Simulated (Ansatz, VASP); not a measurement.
LaAs: VASP beside Ansatz

```
La As
1.0
     0.00000    2.99998    2.99998
     2.99998    0.00000    2.99998
     2.99998    2.99998    0.00000
La As
1 1
Direct
  0.00000 0.00000 0.00000
  0.50000 0.50000 0.50000
```

Change from the starting cell: volume scaled by 0.94.

Alike in both runs: task single point; functional PBEsol; k mesh 12 × 12 × 12; occupations fermi-dirac, width 0.05 eV; no spin polarisation.

|  | VASP | Ansatz |
| --- | --- | --- |
| version | VASP 6.6.1 | Ansatz 0.2.0 |
| potentials or method | VASP PAW PBE potentials, release 64 (La, As), cutoff 520 eV | all-electron LAPW, scalar-relativistic |

|  | VASP | Ansatz | Ansatz less VASP |
| --- | --- | --- | --- |
| pressure (GPa) | 4.4 | 4.4 | 0.00 |

VASP's potentials were made for PBE, not for PBEsol. Ansatz ran all-electron here, and VASP with PAW potentials.

Spin-orbit coupling is off throughout.
